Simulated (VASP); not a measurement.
## CdSe: single point with PBE

The system is CdSe.

```xyz
2
Lattice="3.5331 0.0000 0.0000 0.0000 3.5331 0.0000 0.0000 0.0000 3.5331" Properties=species:S:1:pos:R:3 pbc="T T T"
Cd    0.0000    0.0000    0.0000
Se    1.7666    1.7666    1.7666
```

```yaml
Program: VASP 6.6.1
Task: single point
Functional: PBE
Potentials_or_basis: VASP PAW PBE potentials, release 64 (Cd, Se)
Cutoff: 520 eV
k_mesh: 6 × 6 × 6
Occupations: fermi-dirac, width 0.02 eV
Spin: no spin polarisation
Dipole_correction: no
Further_INCAR_settings: ALGO = Normal; EDIFF = 1e-06; NBANDS = 16
```

```yaml
Pressure: 1.4 GPa
Band_gap_on_the_k_mesh: zero (band 9 reaches 3.55 eV, above the bottom of band 10 at 2.26 eV)
```

Levels at points of the mesh, in eV from the Fermi level:
```tsv
k point	band 6	band 7	band 8	band 9	band 10	band 11	band 12	band 13
(0.00, 0.00, 0.00)	-8.42	-1.61	-1.26	-1.26	-1.26	6.04	6.04	10.67
(0.50, 0.00, 0.00)	-8.40	-6.11	0.00	0.00	2.68	3.96	6.55	6.55
(0.50, 0.50, 0.00)	-8.18	-4.54	-4.54	-1.54	0.13	7.15	7.15	8.09
(0.50, 0.50, 0.50)	-8.24	-2.29	-2.29	-2.29	1.35	1.35	1.35	1.63
```

Run time: 8.4 s on 1 thread of Intel Xeon 6975P-C, with other jobs on the host, peak memory 0.16 GiB.
